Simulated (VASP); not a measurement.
TiO2:

```xyz
3
Lattice="0.0000 2.3968 2.3968 2.3544 0.0000 2.3968 2.3544 2.3968 0.0000" Properties=species:S:1:pos:R:3 pbc="T T T"
Ti    0.0000    0.0000    0.0000
O     1.1772    1.1984    1.1984
O     3.5316    3.5952    3.5952
```

This cell differs from its parent crystal: uniaxial x strain -1.8%.

Base run:

```yaml
Program: VASP 6.6.1
Functional: r2SCAN
Potentials_or_basis: VASP PAW PBE potentials, release 64 (Ti_sv, O)
Cutoff: 520 eV
k_mesh: 10 × 10 × 10
Occupations: gaussian, width 0.01 eV
Spin: no spin polarisation
```

Its results: band gap on the k mesh 1.37 eV, indirect (least direct gap 2.15 eV); pressure 6.8 GPa.

Q: The run is repeated on the same cell with these changes: functional from r2SCAN to PBE; occupations from gaussian, width 0.01 eV to fermi-dirac, width 0.02 eV. What comes out?

A: Band gap on the k mesh 0.95 eV, indirect (least direct gap 1.73 eV); pressure 11.9 GPa.

Caveats: the PAW data sets were made with another functional, which shifts forces and pressure a little (some runs).

A k mesh can miss the band edges.
